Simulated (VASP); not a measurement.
# ScTe2 in VASP: a series of runs

Runs on ScTe2. Level: PBE. Tasks: single point.

Everything below comes from runs of VASP 6.6.1. Logs are shortened: lines on timing, memory, paths and dates and some standing lists are left out, and cuts for length are marked.

## Step 1: The cell of the first run

It takes space group I4mm (No. 107, tetragonal). Conventional cell: a = 5.039 Å, b = 5.039 Å, c = 7.126 Å, α = 90.00°, β = 90.00°, γ = 90.00°. Within 4.0 Å of Sc (site symmetry 4mm) lie 8 Te at 3.02 to 3.16 Å. Within 4.0 Å of Te (site symmetry 2mm) lie 4 Sc at 3.02 to 3.16 Å and 6 Te at 3.56 Å.

## Step 2: Single point, PBE (atom 1 (Sc) moved 0.12 Å along x)

The input, INCAR:

```
ALGO = Normal
EDIFF = 1E-7
ENCUT = 520
GGA = PE
ISIF = 2
ISMEAR = 0
LASPH = True
LCHARG = False
LREAL = False
LWAVE = False
NBANDS = 18
NELM = 100
PREC = Accurate
SIGMA = 0.05
```

The input, KPOINTS:

```
k-points
0
Gamma
  8 8 8
```

The input, POSCAR:

```
ScTe2
1.0
    0.0000000000      3.5627719815      3.5627719815
    3.5627719815      0.0000000000      3.5627719815
    3.5627719815      3.5627719815      0.0000000000
Sc Te
1 2
Direct
   -0.0168408195      0.0168408195      0.0168408195
    0.2500000000      0.2500000000      0.2500000000
    0.7500000000      0.7500000000      0.7500000000
```

Potentials or basis: VASP PAW PBE potentials, release 64 (Sc_sv, Te).

Command:

```bash
> cat potpaw_PBE.64/Sc_sv/POTCAR potpaw_PBE.64/Te/POTCAR > POTCAR
> mpirun -np 1 vasp_std > vasp.out
```

OUTCAR:

```text
EDIFF = 1E-7
   ENCUT = 520
   GGA = PE
   ISIF = 2
   ISMEAR = 0
   LASPH = True
   LREAL = False
   NELM = 100
   PREC = Accurate

 ion  position               nearest neighbor table
   1  0.983  0.017  0.017-   2 3.02   3 3.02   3 3.02   2 3.02   2 3.16   2 3.16   3 3.16   3 3.16

   2  0.250  0.250  0.250-   1 3.02   1 3.02   1 3.16   1 3.16   3 3.56   3 3.56   3 3.56   3 3.56
                             3 3.56   3 3.56
   3  0.750  0.750  0.750-   1 3.02   1 3.02   1 3.16   1 3.16   2 3.56   2 3.56   2 3.56   2 3.56
                             2 3.56   2 3.56

  LATTYP: Found a face centered cubic cell.
 ALAT       =     7.1255439630

  Lattice vectors:

 A1 = (   0.0000000000,   3.5627719815,   3.5627719815)
 A2 = (   3.5627719815,   0.0000000000,   3.5627719815)
 A3 = (   3.5627719815,   3.5627719815,   0.0000000000)

Analysis of symmetry for initial positions (statically):
=====================================================================
 Subroutine PRICEL returns:
 Original cell was already a primitive cell.

 Routine SETGRP: Setting up the symmetry group for a
 face centered cubic supercell.

 Subroutine GETGRP returns: Found  8 space group operations
 (whereof  8 operations were pure point group operations)
 out of a pool of 48 trial point group operations.

The static configuration has the point symmetry C_4v.

Analysis of symmetry for dynamics (positions and initial velocities):
=====================================================================
 Subroutine PRICEL returns:
 Original cell was already a primitive cell.

 Routine SETGRP: Setting up the symmetry group for a
 face centered cubic supercell.

 Subroutine GETGRP returns: Found  8 space group operations
 (whereof  8 operations were pure point group operations)
 out of a pool of 48 trial point group operations.

The dynamic configuration has the point symmetry C_4v.

 Subroutine INISYM returns: Found  8 space group operations
 (whereof  8 operations are pure point group operations),
 and found     1 'primitive' translations

----------------------------------------------------------------------------------------

                                     Primitive cell
[... 88 lines left out ...]
   LNONCOLLINEAR =      F non collinear calculations
   LSORBIT =      F    spin-orbit coupling
   LASPH  =      T    aspherical Exc in radial PAW
   ENCUT  =  520.0 eV  38.22 Ry    6.18 a.u.   9.37  9.37  9.37*2*pi/ulx,y,z
   NELM   =    100;   NELMIN=  2; NELMDL= -5     # of ELM steps
   EDIFF  = 0.1E-06   stopping-criterion for ELM
   LREAL  =      F    real-space projection
   EDIFFG = 0.1E-05   stopping-criterion for IOM
   NSW    =      0    number of steps for IOM
   IBRION =     -1    ionic relax: 0-MD 1-quasi-New 2-CG
   NFREE  =      0    steps in history (QN), initial steepest desc. (CG)
   ISIF   =      2    stress and relaxation
   ISYM   =      2    0-nonsym 1-usesym 2-fastsym
   POTIM  = 0.5000    time-step for ionic-motion
   TEBEG  =    0.0;   TEEND  =   0.0 temperature during run
   PSTRESS=    0.0 pullay stress
   NELECT =      23.0000    total number of electrons
   NUPDOWN=      -1.0000    fix difference up-down
   EMIN   =  10.00;   EMAX   =-10.00  energy-range for DOS
   EFERMI =   0.00;   METHOD = LEGACY
   ISMEAR =     0;   SIGMA  =   0.05  broadening in eV -4-tet -1-fermi 0-gaus
   EFERMI_NEDOS =   21; number of points for ismear=-14 and -15
   IALGO  =     38    algorithm
   IMIX   =      4    mixing-type and parameters
     AMIX     =   0.40;   BMIX     =  1.00
     AMIX_MAG =   1.60;   BMIX_MAG =  1.00
  volume/ion in A,a.u.               =      30.15       203.46
  Fermi-wavevector in a.u.,A,eV,Ry     =   1.037177  1.959980 14.636270  1.075735
  Thomas-Fermi vector in A             =   2.171602
   LORBIT       =      0    0 simple, 1 ext, 2 COOP (PROOUT), +10 PAW based schemes
   GGA     = PE    functional components
   LHFCALC =     F    Hartree Fock is set to
   AEXX    =    0.0000 exact exchange contribution
   IVDW    =     0    specifies the selected vdW correction
   LEPSILON=     F    determine dielectric tensor
   LRPA    =     F    only Hartree local field effects (RPA)
 non-spin polarized calculation
 Gauss-broadening in eV      SIGMA  =   0.05
  energy-cutoff  :      520.00
  volume of cell :       90.45
 maximum number of plane-waves:      2468
 NGX is ok and might be reduce to    40
   NGX = 19   NGY = 19   NGZ = 19

 number of electron      22.9999999 magnetization

 Free energy of the ion-electron system (eV)
  ---------------------------------------------------
  ext. energy  EPLUGINS =         0.00000000
  ---------------------------------------------------
  free energy    TOTEN  =       -14.84214975 eV

  energy without entropy =      -14.83975963  energy(sigma->0) =      -14.84095469

 E-fermi :   5.3335     XC(G=0):  -9.2614

 val. band max:        5.3311531330   @ k =   0.1250   0.3750   0.2500
 cond. band min:       5.3354805519   @ k =   0.2500   0.1250   0.3750
 fundamental gap:      0.0043274190
 Fermi energy:         5.3334641043

 k-point     1 :       0.0000    0.0000    0.0000
  band No.  band energies     occupation
      1     -44.6201      2.00000
      2     -23.2372      2.00000
      3     -23.2348      2.00000
      4     -23.2348      2.00000
      5      -6.8049      2.00000
      6      -3.7542      2.00000
[... 481 lines left out ...]
      5      -5.6767      2.00000
      6      -5.0379      2.00000
[... 10 lines left out ...]
     17       8.5262      0.00000
     18       9.7336      0.00000

 [... further k-points ...]

------------------------ aborting loop because EDIFF is reached ----------------------------------------

  FORCE on cell =-STRESS in cart. coord.  units (eV):
  Direction    XX          YY          ZZ          XY          YZ          ZX
  --------------------------------------------------------------------------------------
  -------------------------------------------------------------------------------------
  Total        0.1451222      0.0886719      0.0886719      0.0000000     -0.0000000      0.0000000
  in kB        2.5706943      1.5707344      1.5707344      0.0000000     -0.0000000      0.0000000
  external PRESSURE =       1.9040544 kB  Pullay stress =       0.0000000 kB

 VOLUME and BASIS-vectors are now :
 -----------------------------------------------------------------------------
  energy-cutoff  :      520.00
  volume of cell :       90.45
      direct lattice vectors                 reciprocal lattice vectors
     0.000000000  3.562771982  3.562771982    -0.140340163  0.140340163  0.140340163
     3.562771982  0.000000000  3.562771982     0.140340163 -0.140340163  0.140340163
     3.562771982  3.562771982  0.000000000     0.140340163  0.140340163 -0.140340163

 POSITION                                       TOTAL-FORCE (eV/Angst)
 -----------------------------------------------------------------------------------
      0.12000      3.56277      3.56277        -0.327117      0.000000      0.000000
      1.78139      1.78139      1.78139         0.163558      0.000000      0.000000
      5.34416      5.34416      5.34416         0.163558      0.000000      0.000000
 -----------------------------------------------------------------------------------
    total drift:                               -0.000001      0.000000     -0.000000

  FREE ENERGIE OF THE ION-ELECTRON SYSTEM (eV)
  ---------------------------------------------------
  free  energy   TOTEN  =       -14.8421497450 eV

  energy  without entropy=      -14.8397596283  energy(sigma->0) =      -14.84095469
```

OSZICAR:

```text
N       E                     dE             d eps       ncg     rms          rms(c)
DAV:   1     0.166623762626E+03    0.16662E+03   -0.93592E+03  2124   0.110E+03
DAV:   2    -0.578013929331E+00   -0.16720E+03   -0.16437E+03  2148   0.318E+02
DAV:   3    -0.157666674052E+02   -0.15189E+02   -0.14649E+02  3118   0.816E+01
DAV:   4    -0.163541164099E+02   -0.58745E+00   -0.58158E+00  3184   0.180E+01
DAV:   5    -0.163681958641E+02   -0.14079E-01   -0.14076E-01  3320   0.265E+00    0.882E+00
DAV:   6    -0.148489722626E+02    0.15192E+01   -0.61029E+00  3098   0.228E+01    0.425E+00
DAV:   7    -0.148461390410E+02    0.28332E-02   -0.32988E-01  3216   0.570E+00    0.255E+00
DAV:   8    -0.148469296495E+02   -0.79061E-03   -0.95672E-02  3316   0.291E+00    0.528E-01
DAV:   9    -0.148416667922E+02    0.52629E-02   -0.39996E-02  2948   0.194E+00    0.176E-01
DAV:  10    -0.148431143238E+02   -0.14475E-02   -0.97126E-03  2942   0.945E-01    0.217E-01
DAV:  11    -0.148421151310E+02    0.99919E-03   -0.48682E-03  2890   0.669E-01    0.190E-02
DAV:  12    -0.148421429118E+02   -0.27781E-04   -0.13066E-04  2468   0.744E-02    0.211E-02
DAV:  13    -0.148421524035E+02   -0.94917E-05   -0.27595E-05  2986   0.421E-02    0.106E-02
DAV:  14    -0.148421493472E+02    0.30563E-05   -0.19558E-05  3038   0.428E-02    0.301E-03
DAV:  15    -0.148421495981E+02   -0.25091E-06   -0.14643E-06  3036   0.114E-02    0.123E-03
DAV:  16    -0.148421497965E+02   -0.19846E-06   -0.37280E-08  1600   0.147E-03    0.824E-04
DAV:  17    -0.148421497450E+02    0.51499E-07   -0.87474E-08  1172   0.345E-03
   1 F= -.14842150E+02 E0= -.14840955E+02  d E =-.239012E-02
```

Run time: 50 s. Hardware: 1 thread of Intel Xeon 6975P-C (Granite Rapids), shared host; peak memory 0.29 GiB.

What came out:

| Property | Result |
| --- | --- |
| Free energy | -14.8421 eV |
| Pressure | 0.2 GPa |
| Largest force | 0.327 eV/Å |

Forces in eV/Å, atoms in the order of the input:
```
Sc  -0.327  0.000  0.000
Te   0.164  0.000  0.000
Te   0.164  0.000  0.000
```

Caveat: the cell differs from its parent crystal (atom 1 (Sc) moved 0.12 Å along x); spin-orbit coupling is left out, which moves the levels of the heavy elements.

## Step 3: Single point, PBE

This run uses another cell than the first one, of 30.45 Å³/atom, 1.010 times its volume.

The input, INCAR:

```
ALGO     = Normal         # electronic algorithm
EDIFF    = 1E-7           # SCF threshold, eV
ENCUT    = 520            # plane-wave cutoff, eV
GGA      = PE             # functional
ISIF     = 2              # what is computed and relaxed
ISMEAR   = 0              # smearing method
LASPH    = T              # aspherical terms in the spheres
LCHARG   = T              # write CHGCAR
LELF     = T              # ELF
LREAL    = F              # projectors in reciprocal space
LVHAR    = T            
LWAVE    = F              # write WAVECAR
NBANDS   = 18             # bands
NELM     = 100            # most SCF steps
PREC     = Accurate       # precision mode
SIGMA    = 0.05           # smearing width, eV
```

KPOINTS is that of step 2.

The input, POSCAR:

```
ScTe2
1.0
    0.0000000000      3.5627719815      3.5983997013
    3.5627719815      0.0000000000      3.5983997013
    3.5627719815      3.5627719815      0.0000000000
Sc Te
1 2
Direct
    0.0000000000      0.0000000000      0.0000000000
    0.2500000000      0.2500000000      0.2500000000
    0.7500000000      0.7500000000      0.7500000000
```

Potentials or basis: VASP PAW PBE potentials, release 64 (Sc_sv, Te).

Command:

```bash
> cat potpaw_PBE.64/Sc_sv/POTCAR potpaw_PBE.64/Te/POTCAR > POTCAR
> mpirun -np 1 vasp_std > vasp.out
```

It took 54 s on 1 thread of Intel Xeon 6975P-C (Granite Rapids), shared host; peak memory 0.3 GiB.

The run converged. Its results:

```
Free energy : -14.8616 eV
Pressure    : -0.5 GPa
```

Stress tensor (GPa, compression positive):
```
-0.75  0.00  0.00
 0.00 -0.75  0.00
 0.00  0.00  0.00
```

Levels at points of the mesh, in eV from the Fermi level:
| k point | band 9 | band 10 | band 11 | band 12 | band 13 | band 14 |
| --- | --- | --- | --- | --- | --- | --- |
| (0.00, 0.00, 0.00) | -3.30 | 0.03 | 0.18 | 0.18 | 1.10 | 1.14 |
| (0.50, 0.00, 0.00) | -2.50 | -1.94 | -1.93 | -1.89 | 1.34 | 1.35 |
| (0.50, 0.50, 0.00) | -3.63 | -0.31 | -0.31 | 0.70 | 1.62 | 1.68 |
| (0.50, 0.00, 0.50) | -3.59 | -0.38 | -0.26 | 0.71 | 1.61 | 1.78 |

Caveat: spin-orbit coupling is left out, which moves the levels of the heavy elements.

## Step 4: Single point, PBE

This run uses another cell than the first one, of 31.05 Å³/atom, 1.030 times its volume.

The input, INCAR:

```
  PREC = Accurate
  ENCUT = 520
  EDIFF = 1E-7
  ISMEAR = 0
  SIGMA = 0.05
  LREAL = F
  LASPH = T
  NELM = 60
  ALGO = Normal
  ISIF = 2
  LWAVE = F
  LCHARG = F
  GGA = PE
  NBANDS = 18
```

The input, KPOINTS:

```
regular mesh
0
Gamma
  8 8 8
```

The input, POSCAR:

```
ScTe2
1.0
    0.0000000000      3.6696551409      3.5627719815
    3.5627719815      0.0000000000      3.5627719815
    3.5627719815      3.6696551409      0.0000000000
Sc Te
1 2
Direct
    0.0000000000      0.0000000000      0.0000000000
    0.2500000000      0.2500000000      0.2500000000
    0.7500000000      0.7500000000      0.7500000000
```

Command:

```bash
> cat potpaw_PBE.64/Sc_sv/POTCAR potpaw_PBE.64/Te/POTCAR > POTCAR
> mpirun -np 1 vasp_std > vasp.out
```

Wall time 50 s (1 thread of Intel Xeon 6975P-C (Granite Rapids), shared host); peak memory 0.29 GiB.

Results (log left out):

* Free energy: -14.8586 eV
* Pressure: -1.5 GPa

Stress tensor (GPa, compression positive):
```
-1.75  0.00  0.00
 0.00 -0.86  0.00
 0.00  0.00 -1.75
```

Levels at points of the mesh, in eV from the Fermi level:
```tsv
k point	band 9	band 10	band 11	band 12	band 13	band 14
(0.00, 0.00, 0.00)	-3.13	-0.18	0.27	0.27	1.06	1.16
(0.50, 0.00, 0.00)	-2.44	-1.93	-1.88	-1.85	1.32	1.34
(0.50, 0.50, 0.00)	-3.45	-0.51	-0.16	0.73	1.58	1.79
(0.50, 0.00, 0.50)	-3.55	-0.28	-0.28	0.70	1.49	1.60
```

Caveat: spin-orbit coupling is left out, which moves the levels of the heavy elements.

## Step 5: The runs side by side

| cell | gap on the mesh (eV) | pressure (GPa) |
| --- | --- | --- |
| a = 5.039 Å, angles 60.0°, 3 atoms | none | 0.2 |
| a = 5.064, b = 5.064, c = 5.039 Å, angles 60.2, 60.2, 59.7°, 3 atoms | none | -0.5 |
| a = 5.115, b = 5.039 Å, angles 60.5, 59.0, 60.5°, 3 atoms | none | -1.5 |

Alike in all rows: task single point; level PBE; potentials or basis VASP PAW PBE potentials, release 64 (Sc_sv, Te); no spin polarisation; k mesh 8 × 8 × 8; cutoff (eV) 520; smearing gaussian 0.05 eV.

Caveats: spin-orbit coupling is left out, which moves the levels of the heavy elements.

Total energies depend on the potentials used, so only differences within one code and one set of settings carry meaning.
